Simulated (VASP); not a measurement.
A run of VASP 6.6.1:

File INCAR:

```
ALGO = Normal ; EDIFF = 1E-7
ENCUT = 520 ; GGA = PS
ISIF = 2 ; ISMEAR = -1
IVDW = 12 ; LASPH = True
LCHARG = False ; LREAL = False
LWAVE = False ; NBANDS = 21
NELM = 80 ; PREC = Accurate
SIGMA = 0.05
```

KPOINTS

```
k-points
0
Gamma
  11 11 11
```

POSCAR

```
Ge
1.0
   -2.5363763677      2.5363763677      1.3743544797
    2.5363763677     -2.5363763677      1.3743544797
    2.5363763677      2.5363763677     -1.3743544797
Ge
2
Direct
    0.5000000000      0.5000000000      0.0000000000
    0.2500000000      0.7500000000      0.5000000000
```

Potentials or basis: VASP PAW PBE potentials, release 64 (Ge_d).

Run with:

```sh
$ cat potpaw_PBE.64/Ge_d/POTCAR > POTCAR
$ mpirun -np 1 vasp_std > vasp.out
```

Hardware: 1 thread of Intel Xeon 8259CL (shared host).

Problem. How long does it take, and how much memory?

Solution. It took 3 min on 1 thread of Intel Xeon 8259CL, on a shared host, peak memory 0.23 GiB. Counts: scf iterations 12, k points 126.
